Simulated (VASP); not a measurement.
Here is a VASP 6.6.1 calculation.

INCAR

```
PREC = Accurate
ENCUT = 520
EDIFF = 1E-8
ISMEAR = -1
SIGMA = 0.15
LREAL = False
LASPH = True
NELM = 100
ALGO = Normal
ISIF = 2
LWAVE = False
LCHARG = False
GGA = PE
IBRION = 8
NSW = 1
```

File KPOINTS:

```
Automatic mesh
0
Gamma
  24 24 12
```

File POSCAR:

```
C
1.0
    2.4665073672      0.0000000000      0.0000000000
   -1.2332536836      2.1360580386      0.0000000000
    0.0000000000      0.0000000000      4.5187044161
C
2
Direct
    0.3333333333      0.6666666667      0.5000000000
    0.6666666667      0.3333333333      0.5000000000
```

Potentials or basis: VASP PAW PBE potentials, release 64 (C).

Launch:

```console
$ cat potpaw_PBE.64/C/POTCAR > POTCAR
$ mpirun -np 1 vasp_std > vasp.out
```

Q: Estimate the highest phonon frequency at Γ.

A: 1556 cm⁻¹.

Phonon frequencies in cm⁻¹ (negative: imaginary):
| q point | frequencies |
| --- | --- |
| (0.000, 0.000, 0.000) | 0 0 0 871 1556 1556 |
